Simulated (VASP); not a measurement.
Here is a VASP 6.6.1 calculation.

INCAR

```
SYSTEM = In
PREC = Accurate ; ENCUT = 520
EDIFF = 1E-6 ; ISMEAR = -1
SIGMA = 0.05 ; LREAL = .FALSE.
LASPH = .TRUE. ; NELM = 60
ALGO = Normal ; ISIF = 2
LWAVE = .FALSE. ; LCHARG = .FALSE.
GGA = PS ; NBANDS = 26
```

KPOINTS

```
regular mesh
0
G
  14 14 14
  0 0 0
```

Contents of POSCAR:

```
In
1.0
    1.6584308627      0.9574955050      8.1523779443
   -1.6584308627      0.9574955050      8.1523779443
    0.0000000000     -1.9149910101      8.1523779443
In
3
Direct
    0.0000000000      0.0000000000      0.0000000000
    0.7780122400      0.7780122400      0.7780122400
    0.2219877600      0.2219877600      0.2219877600
```

Potentials or basis: VASP PAW PBE potentials, release 64 (In_d).

Launch:

```console
$ cat potpaw_PBE.64/In_d/POTCAR > POTCAR
$ mpirun -np 1 vasp_std > vasp.out
```

Task: Estimate the largest force.

Result: 0.021 eV/Å.

Task: Predict the band gap on the k mesh.

Result: Zero (an odd number of electrons rules out a gap without spin polarisation).

Stress tensor (GPa, compression positive):
```
-0.54  0.00  0.00
 0.00 -0.54  0.00
 0.00  0.00 -0.26
```

Caveat: the PAW data sets were made with another functional, which shifts forces and pressure a little; spin-orbit coupling is left out, which moves the levels of the heavy elements.
